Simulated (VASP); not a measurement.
Input of a VASP 6.6.1 run:

The input POSCAR:

```
CaB6
1.0
    4.1360723249      0.0000000000      0.0000000000
    0.0000000000      4.1360723249      0.0000000000
    0.0000000000      0.0000000000      4.1360723249
Ca B
1 6
Direct
    0.5000000000      0.5000000000      0.5000000000
    0.0000000000      0.0000000000      0.2982067262
    0.0000000000      0.0000000000      0.7017932738
    0.2982067262      0.0000000000      0.0000000000
    0.7017932738      0.0000000000      0.0000000000
    0.0000000000      0.2982067262      0.0000000000
    0.0000000000      0.7017932738      0.0000000000
```

INCAR.step1

```
PREC = Accurate
ENCUT = 520
ISMEAR = -1
SIGMA = 0.02
LREAL = F
LASPH = T
NELM = 80
NBANDS = 23
GGA = PE
ALGO = Normal
EDIFF = 1E-4
LWAVE = T
LCHARG = F
```

INCAR.step2

```
PREC = Accurate
ENCUT = 520
EDIFF = 1E-6
ISMEAR = -1
SIGMA = 0.02
LREAL = F
LASPH = T
NELM = 80
ALGO = Normal
ISIF = 2
LWAVE = F
LCHARG = T
METAGGA = R2SCAN
LMIXTAU = T
LELF = T
LVHAR = T
NBANDS = 23
ISTART = 1
```

Contents of KPOINTS:

```
regular mesh
0
Gamma
  6 6 6
```

Potentials or basis: VASP PAW PBE potentials, release 64 (Ca_sv, B).

Run with:

```console
$ cat potpaw_PBE.64/Ca_sv/POTCAR potpaw_PBE.64/B/POTCAR > POTCAR
$ cp INCAR.step1 INCAR
$ mpirun -np 1 vasp_std > vasp.out
$ cp INCAR.step2 INCAR
$ mpirun -np 1 vasp_std > vasp.out
```

Q: Estimate the largest force.

A: 0.024 eV/Å.

Q: What does it give for the band gap on the k mesh?

A: 0.07 eV.

Q: What does it give for the pressure?

A: 0.3 GPa.

Forces on the atoms (eV/Å):
```
Ca   0.000  0.000  0.000
B    0.000  0.000  0.024
B    0.000  0.000 -0.024
B    0.024  0.000  0.000
B   -0.024  0.000  0.000
B    0.000  0.024  0.000
B    0.000 -0.024  0.000
```

Caveat: the PAW data sets were made with another functional, which shifts forces and pressure a little.

**Measured values to compare with.**

From “Bulk Band Gaps in Divalent Hexaborides”, 2001, arxiv:cond-mat/0107429, for a bulk crystal of CaB6: band gap 1.15 eV.

Measured gap of CaB6: 1.15 eV (“Bulk Band Gaps in Divalent Hexaborides”, 2001, arxiv:cond-mat/0107429). This calculation gives 0.07 eV (-1.08 eV). So large a miss can be the level of theory's own, or it may mean another phase, state or a wrong row. The value is that of r2SCAN on a finite k mesh, which can miss the band edges, without temperature or zero-point motion.
